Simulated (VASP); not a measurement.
Runs of VASP 6.6.1 on Te2As3. The structure is that of space group P4mm (No. 99), or close to it. The cells are those of the table. 

```tsv
task	cell	k mesh	cutoff (eV)	gap on the mesh (eV)	pressure (GPa)	relaxed volume (Å³/atom)	largest force (eV/Å)
relaxation of cell and atoms	relaxed from a = 4.098, b = 4.098, c = 8.895 Å, 5 atoms	10 × 10 × 4	600	none	0.0	(b)	-
single point	a = 4.430, b = 4.430, c = 6.524 Å, 5 atoms	4 × 4 × 4	520	none	5.1	-	(a)
relaxation of cell and atoms	relaxed from a = 4.430, b = 4.430, c = 6.524 Å, 5 atoms	4 × 4 × 4	600	none	0.1	30.08	0.01
single point	a = 4.129, b = 4.129, c = 8.391 Å, 5 atoms	10 × 10 × 4	520	none	0.1	-	0.05
single point	a = 4.098, b = 4.098, c = 8.895 Å, 5 atoms	4 × 4 × 4	520	none	0.3	-	0.02
single point	a = 4.129, b = 4.129, c = 8.391 Å, 5 atoms	10 × 10 × 6	520	none	0.1	-	0.05
```

Alike in all rows: level PBE; potentials or basis VASP PAW PBE potentials, release 64 (Te, As); no spin polarisation; smearing gaussian 0.1 eV.

Task: Estimate the missing entries.

Result: (a) 1.06; (b) 28.56.

Caveats: some runs use coarse meshes; spin-orbit coupling is left out, which moves the levels of the heavy elements; this functional lacks dispersion, which binds the layers, so the pressure and a relaxed spacing across them are unreliable (some runs); forces of over 1 eV/Å act on the atoms, so gaps and moduli don't describe the material at rest (some runs); the volume moved by over 15 % at a fixed basis, so the end points are rough (some runs).

A k mesh can miss the band edges, and the runs leave out spin-orbit coupling on As, Te.

A gap of «none» marks levels without a gap at the run's occupations.
